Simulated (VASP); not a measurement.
# Al (P6_3/mmc) in VASP: further runs

Al is run at these levels: PBE; tasks: single point.

Everything below comes from runs of VASP 6.6.1. Logs are shortened: lines on timing, memory, paths and dates and some standing lists are left out, and cuts for length are marked.

### Step 1. The cell of the first run

It takes space group P6_3/mmc (No. 194, hexagonal). Conventional cell: a = 2.845 Å, b = 2.845 Å, c = 9.454 Å, α = 90.00°, β = 90.00°, γ = 120.00°. Within 3.7 Å of Al (site symmetry -3m) lie 12 Al at 2.84 to 2.88 Å. Within 3.7 Å of Al (site symmetry -6m2) lie 12 Al at 2.84 to 2.88 Å.

This isn't the form of Al at room conditions, which is fcc.

### Step 2. Single point, PBE (16.56 Å³/atom)

File INCAR:

```
PREC = Accurate
ENCUT = 520
EDIFF = 1E-6
ISMEAR = -1
SIGMA = 0.1
LREAL = F
LASPH = T
NELM = 100
ALGO = Normal
ISIF = 2
LWAVE = F
LCHARG = F
GGA = PE
NBANDS = 14
```

File KPOINTS:

```
Automatic mesh
0
Gamma
  17 17 5
```

File POSCAR:

```
Al
1.0
    2.8445216588      0.0000000000      0.0000000000
   -1.4222608294      2.4634280181      0.0000000000
    0.0000000000      0.0000000000      9.4540970041
Al
4
Direct
    0.0000000000      0.0000000000      1.0000000000
    0.0000000000      0.0000000000      0.5000000000
    0.3333333333      0.6666666667      0.2500000000
    0.6666666667      0.3333333333      0.7500000000
```

Potentials or basis: VASP PAW PBE potentials, release 64 (Al).

Command:

```sh
> cat potpaw_PBE.64/Al/POTCAR > POTCAR
> mpirun -np 1 vasp_std > vasp.out
```

OUTCAR:

```text
PREC = Accurate
   ENCUT = 520
   EDIFF = 1E-6
   ISMEAR = -1
   LREAL = F
   LASPH = T
   NELM = 100
   ISIF = 2
   GGA = PE

 ion  position               nearest neighbor table
   1  0.000  0.000  0.000-   3 2.88   4 2.88   3 2.88   4 2.88   4 2.88   3 2.88
   2  0.000  0.000  0.500-   3 2.88   4 2.88   3 2.88   4 2.88   4 2.88   3 2.88
   3  0.333  0.667  0.250-   1 2.88   2 2.88   1 2.88   2 2.88   1 2.88   2 2.88
   4  0.667  0.333  0.750-   1 2.88   2 2.88   1 2.88   2 2.88   1 2.88   2 2.88

  LATTYP: Found a hexagonal cell.
 ALAT       =     2.8445216588
 C/A-ratio  =     3.3236157562

  Lattice vectors:

 A1 = (   2.8445216588,   0.0000000000,   0.0000000000)
 A2 = (  -1.4222608294,   2.4634280181,   0.0000000000)
 A3 = (   0.0000000000,   0.0000000000,   9.4540970041)

Analysis of symmetry for initial positions (statically):
=====================================================================
 Subroutine PRICEL returns:
 Original cell was already a primitive cell.

 Routine SETGRP: Setting up the symmetry group for a
 hexagonal supercell.

 Subroutine GETGRP returns: Found 24 space group operations
 (whereof 12 operations were pure point group operations)
 out of a pool of 24 trial point group operations.

The static configuration has the point symmetry D_3d.
 The point group associated with its full space group is D_6h.

Analysis of symmetry for dynamics (positions and initial velocities):
=====================================================================
 Subroutine PRICEL returns:
 Original cell was already a primitive cell.

 Routine SETGRP: Setting up the symmetry group for a
 hexagonal supercell.

 Subroutine GETGRP returns: Found 24 space group operations
 (whereof 12 operations were pure point group operations)
 out of a pool of 24 trial point group operations.

The dynamic configuration has the point symmetry D_3d.
 The point group associated with its full space group is D_6h.

 Subroutine INISYM returns: Found 24 space group operations
 (whereof 12 operations are pure point group operations),
 and found     1 'primitive' translations

----------------------------------------------------------------------------------------

                                     Primitive cell

  volume of cell :      66.2475

  direct lattice vectors                    reciprocal lattice vectors
     2.844521659  0.000000000  0.000000000     0.351552957  0.202969194  0.000000000
    -1.422260829  2.463428018  0.000000000     0.000000000  0.405938389  0.000000000
[... 103 lines left out ...]
   EFERMI =   0.00;   METHOD = LEGACY
   ISMEAR =    -1;   SIGMA  =   0.10  broadening in eV -4-tet -1-fermi 0-gaus
   EFERMI_NEDOS =   21; number of points for ismear=-14 and -15
   IALGO  =     38    algorithm
   IMIX   =      4    mixing-type and parameters
     AMIX     =   0.40;   BMIX     =  1.00
     AMIX_MAG =   1.60;   BMIX_MAG =  1.00
  volume/ion in A,a.u.               =      16.56       111.76
  Fermi-wavevector in a.u.,A,eV,Ry     =   0.926287  1.750428 11.673900  0.858007
  Thomas-Fermi vector in A             =   2.052233
   LORBIT       =      0    0 simple, 1 ext, 2 COOP (PROOUT), +10 PAW based schemes
   GGA     = PE    functional components
   LHFCALC =     F    Hartree Fock is set to
   AEXX    =    0.0000 exact exchange contribution
   IVDW    =     0    specifies the selected vdW correction
   LEPSILON=     F    determine dielectric tensor
   LRPA    =     F    only Hartree local field effects (RPA)
 non-spin polarized calculation
  energy-cutoff  :      520.00
  volume of cell :       66.25
 maximum number of plane-waves:      1805
 NGX is ok and might be reduce to    24
   NGX = 11   NGY = 11   NGZ = 35

 number of electron      12.0000000 magnetization

 Free energy of the ion-electron system (eV)
  ---------------------------------------------------
  ext. energy  EPLUGINS =         0.00000000
  ---------------------------------------------------
  free energy    TOTEN  =       -14.95629444 eV

  energy without entropy =      -14.90444385  energy(sigma->0) =      -14.93036914

 E-fermi :   7.9614     XC(G=0): -10.1837

 val. band max:        7.9592344055   @ k =   0.1176   0.0000   0.4000
 cond. band min:       7.9804925083   @ k =   0.4706   0.0588   0.2000
 fundamental gap:      0.0212581027
 Fermi energy:         7.9614169972

 k-point     1 :       0.0000    0.0000    0.0000
  band No.  band energies     occupation
      1      -3.1489      2.00000
      2      -1.5034      2.00000
      3      -1.5009      2.00000
      4       3.2941      2.00000
      5       3.3713      2.00000
      6      11.0675      0.00000
      7      11.0779      0.00000
      8      18.8662      0.00000
      9      18.8662      0.00000
     10      19.0407      0.00000
     11      19.0407      0.00000
     12      19.9949      0.00000
     13      19.9953      0.00000
     14      20.0148      0.00000
[... 377 lines left out ...]
      1      -0.8883      2.00000
      2       0.7318      2.00000
      3       0.7327      2.00000
      4       5.4049      2.00000
      5       5.5260      2.00000
      6       9.9642      0.00000
      7      10.1834      0.00000
      8      11.2641      0.00000
      9      11.3090      0.00000
     10      11.6061      0.00000
     11      12.1005      0.00000
     12      13.3320      0.00000
     13      13.6684      0.00000
     14      15.8934      0.00000

 [... further k-points ...]

------------------------ aborting loop because EDIFF is reached ----------------------------------------

  FORCE on cell =-STRESS in cart. coord.  units (eV):
  Direction    XX          YY          ZZ          XY          YZ          ZX
  --------------------------------------------------------------------------------------
  -------------------------------------------------------------------------------------
  Total        0.1366882      0.1366882     -0.2561875      0.0000000      0.0000000      0.0000000
  in kB        3.3057688      3.3057688     -6.1958290      0.0000000      0.0000000      0.0000000
  external PRESSURE =       0.1385695 kB  Pullay stress =       0.0000000 kB

 VOLUME and BASIS-vectors are now :
 -----------------------------------------------------------------------------
  energy-cutoff  :      520.00
  volume of cell :       66.25
      direct lattice vectors                 reciprocal lattice vectors
     2.844521659  0.000000000  0.000000000     0.351552957  0.202969194  0.000000000
    -1.422260829  2.463428018  0.000000000     0.000000000  0.405938389  0.000000000
     0.000000000  0.000000000  9.454097004     0.000000000  0.000000000  0.105774248

 POSITION                                       TOTAL-FORCE (eV/Angst)
 -----------------------------------------------------------------------------------
      0.00000      0.00000      0.00000        -0.000000      0.000000      0.000000
      0.00000      0.00000      4.72705        -0.000000      0.000000      0.000000
     -0.00000      1.64229      2.36352        -0.000000      0.000000      0.000000
      1.42226      0.82114      7.09057         0.000000     -0.000000      0.000000
 -----------------------------------------------------------------------------------
    total drift:                               -0.000000      0.000000      0.000000

  FREE ENERGIE OF THE ION-ELECTRON SYSTEM (eV)
  ---------------------------------------------------
  free  energy   TOTEN  =       -14.9562944356 eV

  energy  without entropy=      -14.9044438542  energy(sigma->0) =      -14.93036914
```

stdout:

```text
POSCAR found type information on POSCAR Al
 POSCAR found :  1 types and       4 ions
 scaLAPACK will be used
 LDA part: xc-table for (Slater+PW92), standard interpolation
 POSCAR, INCAR and KPOINTS ok, starting setup
 FFT: planning ... GRIDC
 FFT: planning ... GRID_SOFT
 FFT: planning ... GRID
 WAVECAR not read
 entering main loop
```

It took 43 s on 1 thread of AMD EPYC 9R45 (Zen 5), shared host; peak memory 0.19 GiB.

What came out:

```
Free energy            : -14.9563 eV
Pressure               : 0.0 GPa
Band gap on the k mesh : zero (bands 6 and 7 overlap by 5.42 eV)
```

Stress tensor (GPa, compression positive):
```
 0.33  0.00  0.00
 0.00  0.33  0.00
 0.00  0.00 -0.62
```

### Step 3. Single point, PBE (17.22 Å³/atom)

This run uses another cell than the first one, of 17.22 Å³/atom.

File INCAR:

```
PREC = Accurate
ENCUT = 520
EDIFF = 1E-6
ISMEAR = -1
SIGMA = 0.1
LREAL = False
LASPH = True
NELM = 60
ALGO = Normal
ISIF = 2
LWAVE = False
LCHARG = False
GGA = PE
NBANDS = 14
```

KPOINTS is that of step 2.

File POSCAR:

```
Al
1.0
    2.8819538679      0.0000000000      0.0000000000
   -1.4409769340      2.4958452622      0.0000000000
    0.0000000000      0.0000000000      9.5785072844
Al
4
Direct
    0.0000000000      0.0000000000      1.0000000000
    0.0000000000      0.0000000000      0.5000000000
    0.3333333333      0.6666666667      0.2500000000
    0.6666666667      0.3333333333      0.7500000000
```

Potentials or basis: VASP PAW PBE potentials, release 64 (Al).

Command:

```sh
> cat potpaw_PBE.64/Al/POTCAR > POTCAR
> mpirun -np 1 vasp_std > vasp.out
```

Wall time 48 s (1 thread of AMD EPYC 9R45 (Zen 5), shared host); peak memory 0.19 GiB.

It converged, with:

* Free energy: -14.9330 eV
* Pressure: -2.7 GPa
* Band gap on the k mesh: zero (bands 6 and 7 overlap by 5.33 eV)

Stress tensor (GPa, compression positive):
```
-2.47  0.00  0.00
 0.00 -2.47  0.00
 0.00  0.00 -3.26
```

Levels at points of the mesh, in eV from the Fermi level:
| k point | band 2 | band 3 | band 4 | band 5 | band 6 | band 7 | band 8 | band 9 | band 10 | band 11 |
| --- | --- | --- | --- | --- | --- | --- | --- | --- | --- | --- |
| (0.00, 0.00, 0.00) | -9.24 | -9.23 | -4.53 | -4.51 | 3.04 | 3.05 | 10.59 | 10.59 | 10.81 | 10.81 |
